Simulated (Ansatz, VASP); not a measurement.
# SF6 in VASP and in Ansatz

```
S F
1.0
     6.06863    0.00000    0.00000
     0.00000    6.06863    0.00000
     0.00000    0.00000   27.18645
S F
1 6
Direct
  0.15934 0.92689 0.67753
  0.16734 0.17035 0.69971
  0.15064 0.68425 0.65508
  0.31041 0.84067 0.72150
  0.00631 0.01460 0.63342
  0.37463 0.97876 0.64572
  0.94386 0.87601 0.70923
```

Alike in both runs: task single point; functional PBE; dispersion D3(BJ); k mesh 3 × 3 × 1; occupations gaussian, width 0.1 eV; no spin polarisation.

|  | VASP | Ansatz |
| --- | --- | --- |
| version | VASP 6.6.1 | Ansatz 0.2.0 |
| potentials or method | VASP PAW PBE potentials, release 64 (S, F), cutoff 520 eV | scalar-relativistic, plane waves, PAW |
| valence electrons in the cell | 48 | 48 |

|  | VASP | Ansatz | Ansatz less VASP |
| --- | --- | --- | --- |
| gap on the k mesh at the Fermi level (eV) | 6.32 | 6.40 | +0.083 |
| rms of the force components (eV/Å) | 0.093 | 0.105 | +0.0117 |

Atom by atom the forces differ by 0.065 eV/Å (rms over components).
